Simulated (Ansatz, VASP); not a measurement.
One calculation of Mn, two programs

```
Mn
1.0
     0.00000    1.72950    1.72950
     1.72950    0.00000    1.72950
     1.72950    1.72950    0.00000
Mn
1
Direct
  0.00000 0.00000 0.00000
```

Alike in both runs: task single point; functional PBE; k mesh 8 × 8 × 8; collinear spin.

```csv
,VASP,Ansatz
version,VASP 6.6.1,Ansatz 0.2 development build
potentials or method,"VASP PAW PBE potentials, release 64 (Mn_pv)","PAW hard, scalar-relativistic"
plane-wave cutoff (eV),500,720
occupations,"fermi-dirac, width 0.1 eV",fermi-dirac
```

```csv
,VASP,Ansatz,Ansatz less VASP
net moment per atom (μB),0.00,0.00,0.000
```

Ansatz's warnings: published levels not confirmed.

The k mesh is coarse, so the values compare programs but aren't converged.
